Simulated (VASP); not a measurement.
Set up this calculation in VASP 6.6.1, as the native input.

- Task: single point
- Functional: PBE
- Potentials or basis: VASP PAW PBE potentials, release 64 (Mn_pv, Os, C, N)
- Cutoff: 520 eV
- k mesh: 4 × 4 × 4
- Occupations: gaussian, width 0.1 eV
- Spin: collinear spin, ferromagnetic start
- Starting moments: [4.0, 1.0, 0.0, 0.0, 0.0, 0.0, 0.0, 0.0, 0.0, 0.0, 0.0, 0.0, 0.0, 0.0] μB
- Dipole correction: no
- Further INCAR settings: ALGO = Normal; EDIFF = 1e-06; NBANDS = 54

The structure of MnOsC6N6 lies in POSCAR:

```
MnOsC6N6
1.0
    0.0000000000      5.0960000000      5.0960000000
    5.0960000000      0.0000000000      5.0960000000
    5.0960000000      5.0960000000      0.0000000000
Mn Os C N
1 1 6 6
Direct
    0.5000000000      0.5000000000      0.5000000000
    0.0000000000      0.0000000000      0.0000000000
    0.8139717400      0.1860282600      0.1860282600
    0.1860282600      0.8139717400      0.1860282600
    0.1860282600      0.1860282600      0.8139717400
    0.1860282600      0.8139717400      0.8139717400
    0.8139717400      0.1860282600      0.8139717400
    0.8139717400      0.8139717400      0.1860282600
    0.6991758200      0.3008241800      0.3008241800
    0.3008241800      0.6991758200      0.3008241800
    0.3008241800      0.3008241800      0.6991758200
    0.3008241800      0.6991758200      0.6991758200
    0.6991758200      0.3008241800      0.6991758200
    0.6991758200      0.6991758200      0.3008241800
```

The input as run:

INCAR

```
SYSTEM = MnOsC6N6
ALGO = Normal
EDIFF = 1E-6
ENCUT = 520
GGA = PE
ISIF = 2
ISMEAR = 0
ISPIN = 2
LASPH = .True.
LCHARG = .True.
LELF = .True.
LMAXMIX = 4
LORBIT = 11
LREAL = .False.
LVHAR = .True.
LWAVE = .False.
MAGMOM = 4 1 0 0 0 0 0 0 0 0 0 0 0 0
NBANDS = 54
NELM = 150
PREC = Accurate
SIGMA = 0.1
```

KPOINTS

```
k-points
0
Gamma
  4 4 4
  0 0 0
```

Potentials or basis: VASP PAW PBE potentials, release 64 (Mn_pv, Os, C, N).

The run is started by

```sh
$ cat potpaw_PBE.64/Mn_pv/POTCAR potpaw_PBE.64/Os/POTCAR potpaw_PBE.64/C/POTCAR potpaw_PBE.64/N/POTCAR > POTCAR
$ mpirun -np 1 vasp_std > vasp.out
```

It gave:

- Pressure: 6.1 GPa
- Largest force: 3.088 eV/Å
- Band gap on the k mesh: 0.26 eV (least direct gap 0.42 eV)
- Net moment: 3.00 μB per cell
- Site moments: Mn +2.45; Os +0.25; C +0.01; N +0.00 μB
- Valence electrons inside the program's atomic spheres: Mn 11.38; Os 8.86; C 2.63; N 3.89

Caveat: the cell stands under pressure; spin-orbit coupling is left out, which moves the levels of the heavy elements; a cell with one magnetic atom can't hold antiferromagnetic order, which such compounds often take; forces of over 1 eV/Å act on the atoms, so gaps and moduli don't describe the material at rest.

Run time: 8 min on 1 thread of Intel(R) Xeon(R) Platinum 8259CL CPU @ 2.50GHz (Skylake/Cascade Lake), on a shared host, peak memory 0.6 GiB.
